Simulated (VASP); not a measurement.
# SnO in VASP: a series of runs

Runs on SnO. Level: PBE+D3(BJ). Tasks: single point.

Program: VASP 6.6.1. These are calculated values, not measurements. Logs are shortened: lines on timing, memory, paths and dates and some standing lists are left out, and cuts for length are marked.

## (1) The cell of the first run

The cell holds a slab with vacuum, 8 atoms: a = 3.820 Å, b = 3.820 Å, c = 22.226 Å, α = 90.00°, β = 90.00°, γ = 90.00°.

## (2) Single point, PBE+D3(BJ) (layers slid over each other)

INCAR

```
SYSTEM = SnO
ALGO     = Normal         ! electronic algorithm
DIPOL    = 0.5 0.5 0.401
EDIFF    = 1E-7           ! SCF threshold, eV
ENCUT    = 520            ! plane-wave cutoff, eV
GGA      = PE             ! functional
IDIPOL   = 3            
ISIF     = 2              ! what is computed and relaxed
ISMEAR   = 0              ! smearing method
IVDW     = 12             ! dispersion correction
LASPH    = .TRUE.         ! aspherical terms in the spheres
LCHARG   = .FALSE.        ! write CHGCAR
LDIPOL   = .TRUE.       
LREAL    = .FALSE.        ! projectors in reciprocal space
LWAVE    = .FALSE.        ! write WAVECAR
NBANDS   = 50             ! bands
NELM     = 60             ! most SCF steps
PREC     = Accurate       ! precision mode
SIGMA    = 0.05           ! smearing width, eV
```

KPOINTS

```
k-points
0
G
  7 7 1
  0 0 0
```

POSCAR

```
SnO
1.0
    3.8201631401      0.0000000000      0.0000000000
    0.0000000000      3.8201631401      0.0000000000
    0.0000000000      0.0000000000     22.2260824966
Sn O
4 4
Direct
    0.7500000000      0.2500000000      0.2024648294
    0.2500000000      0.7500000000      0.3087832167
    0.5000000000      1.2500000000      0.4932511724
    0.0000000000      1.7500000000      0.5995695597
    0.2500000000      0.2500000000      0.2556240230
    0.7500000000      0.7500000000      0.2556240230
    0.0000000000      1.2500000000      0.5464103660
    0.5000000000      1.7500000000      0.5464103660
```

Potentials or basis: VASP PAW PBE potentials, release 64 (Sn_d, O).

Launch:

```sh
$ cat potpaw_PBE.64/Sn_d/POTCAR potpaw_PBE.64/O/POTCAR > POTCAR
$ mpirun -np 1 vasp_std > vasp.out
```

OUTCAR:

```text
SYSTEM = SnO
   EDIFF = 1E-7
   ENCUT = 520
   GGA = PE
   ISIF = 2
   ISMEAR = 0
   IVDW = 12
   LASPH = .TRUE.
   LREAL = .FALSE.
   NELM = 60
   PREC = Accurate
 IVDW          = 12

 ion  position               nearest neighbor table
   1  0.750  0.250  0.202-   5 2.25   6 2.25   6 2.25   5 2.25   2 3.59   2 3.59   2 3.59   2 3.59

   2  0.250  0.750  0.309-   5 2.25   6 2.25   5 2.25   6 2.25   1 3.59   1 3.59   1 3.59   1 3.59

   3  0.500  0.250  0.493-   7 2.25   8 2.25   8 2.25   7 2.25   4 3.59   4 3.59   4 3.59   4 3.59

   4  0.000  0.750  0.600-   7 2.25   8 2.25   7 2.25   8 2.25   3 3.59   3 3.59   3 3.59   3 3.59

   5  0.250  0.250  0.256-   1 2.25   1 2.25   2 2.25   2 2.25
   6  0.750  0.750  0.256-   1 2.25   1 2.25   2 2.25   2 2.25
   7  0.000  0.250  0.546-   3 2.25   3 2.25   4 2.25   4 2.25
   8  0.500  0.750  0.546-   3 2.25   3 2.25   4 2.25   4 2.25

  LATTYP: Found a simple tetragonal cell.
 ALAT       =     3.8201631401
 C/A-ratio  =     5.8180977308

  Lattice vectors:

 A1 = (   3.8201631401,   0.0000000000,   0.0000000000)
 A2 = (   0.0000000000,   3.8201631401,   0.0000000000)
 A3 = (   0.0000000000,   0.0000000000,  22.2260824966)

Analysis of symmetry for initial positions (statically):
=====================================================================
 Subroutine PRICEL returns:
 Original cell was already a primitive cell.

 Routine SETGRP: Setting up the symmetry group for a
 simple tetragonal supercell.

 Subroutine GETGRP returns: Found  4 space group operations
 (whereof  1 operations were pure point group operations)
 out of a pool of 16 trial point group operations.

The static configuration has the point symmetry C_1 .
 The point group associated with its full space group is C_2h.

Analysis of symmetry for dynamics (positions and initial velocities):
=====================================================================
 Subroutine PRICEL returns:
 Original cell was already a primitive cell.

 Routine SETGRP: Setting up the symmetry group for a
 simple tetragonal supercell.

 Subroutine GETGRP returns: Found  4 space group operations
 (whereof  1 operations were pure point group operations)
 out of a pool of 16 trial point group operations.

The dynamic configuration has the point symmetry C_1 .
 The point group associated with its full space group is C_2h.

 Subroutine INISYM returns: Found  4 space group operations
 (whereof  1 operations are pure point group operations),
 and found     1 'primitive' translations

----------------------------------------------------------------------------------------

                                     Primitive cell

  volume of cell :     324.3596

  direct lattice vectors                    reciprocal lattice vectors
     3.820163140  0.000000000  0.000000000     0.261768925  0.000000000  0.000000000
     0.000000000  3.820163140  0.000000000     0.000000000  0.261768925  0.000000000
     0.000000000  0.000000000 22.226082497     0.000000000  0.000000000  0.044992184

  length of vectors
     3.820163140  3.820163140 22.226082497     0.261768925  0.261768925  0.044992184

  position of ions in fractional coordinates (direct lattice)
     0.750000000  0.250000000  0.202464829
     0.250000000  0.750000000  0.308783217
     0.500000000  0.250000000  0.493251172
     0.000000000  0.750000000  0.599569560
     0.250000000  0.250000000  0.255624023
     0.750000000  0.750000000  0.255624023
     0.000000000  0.250000000  0.546410366
     0.500000000  0.750000000  0.546410366

  ion indices of the primitive-cell ions
   primitive index   ion index
                 1           1
                 2           2
                 3           3
                 4           4
                 5           5
                 6           6
                 7           7
                 8           8

----------------------------------------------------------------------------------------

 KPOINTS: k-points

Automatic generation of k-mesh.
 Grid dimensions read from file:
 generate k-points for:    7    7    1

 Generating k-lattice:

  Cartesian coordinates                     Fractional coordinates (reciprocal lattice)
     0.037395561  0.000000000  0.000000000     0.142857143  0.000000000  0.000000000
     0.000000000  0.037395561  0.000000000     0.000000000  0.142857143  0.000000000
     0.000000000  0.000000000  0.044992184     0.000000000  0.000000000  1.000000000

  Length of vectors
     0.037395561  0.037395561  0.044992184

  Shift w.r.t. Gamma in fractional coordinates (k-lattice)
     0.000000000  0.000000000  0.000000000

 Subroutine IBZKPT returns following result:
 ===========================================

 Found     16 irreducible k-points:

 Following reciprocal coordinates:
            Coordinates               Weight
  0.000000  0.000000  0.000000      1.000000
  0.142857  0.000000  0.000000      2.000000
  0.000000  0.142857  0.000000      2.000000
  0.285714  0.000000  0.000000      2.000000
  0.000000  0.285714  0.000000      2.000000
  0.428571  0.000000  0.000000      2.000000
[... 8 lines left out ...]
 -0.285714  0.428571  0.000000      4.000000
  0.428571  0.428571  0.000000      4.000000
   k-points           NKPTS =     16   k-points in BZ     NKDIM =     16   number of bands    NBANDS=     50
   number of dos      NEDOS =    301   number of ions     NIONS =      8
   total plane-waves  NPLWV = 131712
   dimension x,y,z NGX =    28 NGY =   28 NGZ =  168
   dimension x,y,z NGXF=    56 NGYF=   56 NGZF=  336
   ions per type =               4   4
   NGX,Y,Z   is equivalent  to a cutoff of  12.19, 12.19, 12.57 a.u.
   NGXF,Y,Z  is equivalent  to a cutoff of  24.37, 24.37, 25.13 a.u.
 SYSTEM =  SnO
   PREC   = accura    normal or accurate (medium, high low for compatibility)
   ISTART =      0    job   : 0-new  1-cont  2-samecut
   ICHARG =      2    charge: 1-file 2-atom 10-const
   ISPIN  =      1    spin polarized calculation?
   LNONCOLLINEAR =      F non collinear calculations
   LSORBIT =      F    spin-orbit coupling
   LASPH  =      T    aspherical Exc in radial PAW
   ENCUT  =  520.0 eV  38.22 Ry    6.18 a.u.   7.10  7.10 41.33*2*pi/ulx,y,z
   NELM   =     60;   NELMIN=  2; NELMDL= -5     # of ELM steps
   EDIFF  = 0.1E-06   stopping-criterion for ELM
   LREAL  =      F    real-space projection
   EDIFFG = 0.1E-05   stopping-criterion for IOM
   NSW    =      0    number of steps for IOM
   IBRION =     -1    ionic relax: 0-MD 1-quasi-New 2-CG
   NFREE  =      0    steps in history (QN), initial steepest desc. (CG)
   ISIF   =      2    stress and relaxation
   ISYM   =      2    0-nonsym 1-usesym 2-fastsym
   POTIM  = 0.5000    time-step for ionic-motion
   TEBEG  =    0.0;   TEEND  =   0.0 temperature during run
   PSTRESS=    0.0 pullay stress
   NELECT =      80.0000    total number of electrons
   NUPDOWN=      -1.0000    fix difference up-down
   EMIN   =  10.00;   EMAX   =-10.00  energy-range for DOS
   EFERMI =   0.00;   METHOD = LEGACY
   ISMEAR =     0;   SIGMA  =   0.05  broadening in eV -4-tet -1-fermi 0-gaus
   EFERMI_NEDOS =   21; number of points for ismear=-14 and -15
   IALGO  =     38    algorithm
   IMIX   =      4    mixing-type and parameters
     AMIX     =   0.40;   BMIX     =  1.00
     AMIX_MAG =   1.60;   BMIX_MAG =  1.00
  volume/ion in A,a.u.               =      40.54       273.61
  Fermi-wavevector in a.u.,A,eV,Ry     =   1.026666  1.940118 14.341131  1.054043
  Thomas-Fermi vector in A             =   2.160571
   LORBIT       =      0    0 simple, 1 ext, 2 COOP (PROOUT), +10 PAW based schemes
   GGA     = PE    functional components
   LHFCALC =     F    Hartree Fock is set to
   AEXX    =    0.0000 exact exchange contribution
   IVDW    =    12    specifies the selected vdW correction
   LEPSILON=     F    determine dielectric tensor
   LRPA    =     F    only Hartree local field effects (RPA)
 non-spin polarized calculation
 Gauss-broadening in eV      SIGMA  =   0.05
  energy-cutoff  :      520.00
  volume of cell :      324.36
 maximum number of plane-waves:      8769
   NGX = 15   NGY = 15   NGZ = 83

 dipolmoment           0.000000      0.000000      0.000119 electrons x Angstroem

 number of electron      79.9999972 magnetization

 dipolmoment           0.000000      0.000000     -0.000002 electrons x Angstroem

 Free energy of the ion-electron system (eV)
  ---------------------------------------------------
  ext. energy  EPLUGINS =         0.00000000
  ---------------------------------------------------
  free energy    TOTEN  =       -45.18746388 eV

  energy without entropy =      -45.18746388  energy(sigma->0) =      -45.18746388

 E-fermi :   0.0653     XC(G=0):  -5.3125

 val. band max:       -0.2010473265   @ k =   0.1429   0.0000   0.0000
 cond. band min:       2.3338833250   @ k =   0.0000   0.0000   0.0000
 fundamental gap:      2.5349306515
 Fermi energy:         0.0652886632

 k-point     1 :       0.0000    0.0000    0.0000
  band No.  band energies     occupation
      1     -21.0602      2.00000
      2     -21.0601      2.00000
      3     -20.6997      2.00000
      4     -20.6996      2.00000
      5     -20.6618      2.00000
      6     -20.6617      2.00000
[... 42 lines left out ...]
     49       5.1762      0.00000
     50       5.2429      0.00000

 k-point     2 :       0.1429    0.0000    0.0000
  band No.  band energies     occupation
      1     -21.0512      2.00000
      2     -21.0512      2.00000
      3     -20.7003      2.00000
      4     -20.7002      2.00000
      5     -20.6636      2.00000
      6     -20.6630      2.00000
[... 734 lines left out ...]
 k-point    16 :       0.4286    0.4286    0.0000
  band No.  band energies     occupation
      1     -21.0010      2.00000
      2     -21.0006      2.00000
      3     -20.9871      2.00000
      4     -20.9866      2.00000
      5     -20.6663      2.00000
      6     -20.6662      2.00000
[... 42 lines left out ...]
     49       6.0239      0.00000
     50       6.3256      0.00000

------------------------ aborting loop because EDIFF is reached ----------------------------------------

 vacuum level on the upper side and lower side of the slab       (xc-potential included)        -0.130        -0.126

 Edisp (eV)   -1.24743

 E8    (eV) :    -0.5519

  FORCE on cell =-STRESS in cart. coord.  units (eV):
  Direction    XX          YY          ZZ          XY          YZ          ZX
  --------------------------------------------------------------------------------------
  -------------------------------------------------------------------------------------
  Total       0.14184     0.18488    -0.28810     0.00000     0.00000     0.15472
  in kB       0.70062     0.91322    -1.42305     0.00000     0.00000     0.76425
  external pressure =        0.06 kB  Pullay stress =        0.00 kB

 VOLUME and BASIS-vectors are now :
 -----------------------------------------------------------------------------
  energy-cutoff  :      520.00
  volume of cell :      324.36
      direct lattice vectors                 reciprocal lattice vectors
     3.820163140  0.000000000  0.000000000     0.261768925  0.000000000  0.000000000
     0.000000000  3.820163140  0.000000000     0.000000000  0.261768925  0.000000000
     0.000000000  0.000000000 22.226082497     0.000000000  0.000000000  0.044992184

 POSITION                                       TOTAL-FORCE (eV/Angst)
 -----------------------------------------------------------------------------------
      2.86512      0.95504      4.50000        -0.003083     -0.000000     -0.078356
      0.95504      2.86512      6.86304        -0.011820     -0.000000      0.164663
      1.91008      0.95504     10.96304         0.011820     -0.000000     -0.164663
      0.00000      2.86512     13.32608         0.003083     -0.000000      0.078356
      0.95504      0.95504      5.68152         0.006242     -0.000000      0.011276
      2.86512      2.86512      5.68152        -0.018396     -0.000000      0.011815
      0.00000      0.95504     12.14456         0.018396      0.000000     -0.011815
      1.91008      2.86512     12.14456        -0.006242     -0.000000     -0.011276
 -----------------------------------------------------------------------------------
    total drift:                               -0.000001      0.000000     -0.000131

  FREE ENERGIE OF THE ION-ELECTRON SYSTEM (eV)
  ---------------------------------------------------
  free  energy   TOTEN  =       -46.4348959432 eV

  energy  without entropy=      -46.4348959432  energy(sigma->0) =      -46.43489594

 vacuum level on the upper side and lower side of the slab         4.799         4.804
```

Run time: 12 min. Hardware: 1 thread of Intel Xeon 8259CL, shared host; peak memory 0.45 GiB.

What came out:

```
Free energy                : -46.4349 eV
Largest force              : 0.165 eV/Å
Band gap on the k mesh     : 2.53 eV (least direct gap 2.56 eV)
Dispersion energy per atom : -0.156 eV
```

Forces in eV/Å, atoms in the order of the input:
```
Sn  -0.003  0.000 -0.078
Sn  -0.012  0.000  0.165
Sn   0.012  0.000 -0.165
Sn   0.003  0.000  0.078
O    0.006  0.000  0.011
O   -0.018  0.000  0.012
O    0.018  0.000 -0.012
O   -0.006  0.000 -0.011
```

Caveat: the cell differs from its parent crystal (layers slid over each other); spin-orbit coupling is left out, which moves the levels of the heavy elements.

## (3) Single point, PBE+D3(BJ) (layers slid over each other)

INCAR

```
ALGO = Normal
DIPOL = 0.5 0.5 0.401
EDIFF = 1E-7
ENCUT = 520
GGA = PE
IDIPOL = 3
ISIF = 2
ISMEAR = 0
IVDW = 12
LASPH = T
LCHARG = F
LDIPOL = T
LREAL = F
LWAVE = F
NBANDS = 50
NELM = 80
PREC = Accurate
SIGMA = 0.05
```

KPOINTS

```
k-points
0
Gamma
  7 7 1
```

POSCAR

```
SnO
1.0
    3.8201631401      0.0000000000      0.0000000000
    0.0000000000      3.8201631401      0.0000000000
    0.0000000000      0.0000000000     22.2260824966
Sn O
4 4
Direct
    0.7500000000      0.2500000000      0.2024648294
    0.2500000000      0.7500000000      0.3087832167
    0.3750000000      1.2500000000      0.4932511724
   -0.1250000000      1.7500000000      0.5995695597
    0.2500000000      0.2500000000      0.2556240230
    0.7500000000      0.7500000000      0.2556240230
   -0.1250000000      1.2500000000      0.5464103660
    0.3750000000      1.7500000000      0.5464103660
```

Potentials or basis: VASP PAW PBE potentials, release 64 (Sn_d, O).

Launch:

```sh
$ cat potpaw_PBE.64/Sn_d/POTCAR potpaw_PBE.64/O/POTCAR > POTCAR
$ mpirun -np 1 vasp_std > vasp.out
```

Run time: 3.7 min. Hardware: 1 thread of Intel Xeon 6975P-C (Granite Rapids), shared host; peak memory 0.45 GiB.

It converged, with:

- Free energy: -46.4230 eV
- Largest force: 0.143 eV/Å
- Band gap on the k mesh: 2.45 eV (least direct gap 2.55 eV)
- Dispersion energy per atom: -0.156 eV

Forces on the atoms (eV/Å):
```
Sn  -0.002  0.000 -0.080
Sn  -0.009  0.000  0.143
Sn   0.009  0.000 -0.143
Sn   0.002  0.000  0.080
O    0.005  0.000  0.009
O   -0.014  0.000  0.010
O    0.014  0.000 -0.010
O   -0.005  0.000 -0.009
```

Levels at points of the mesh, in eV from the valence-band top:
```
           k point  band 38  band 39  band 40  band 41  band 42  band 43
(0.00, 0.00, 0.00)    -1.96    -0.63    -0.03     2.52     2.85     2.85
```

Caveat: the cell differs from its parent crystal (layers slid over each other); spin-orbit coupling is left out, which moves the levels of the heavy elements.

(Continued in part 2 of 2.)
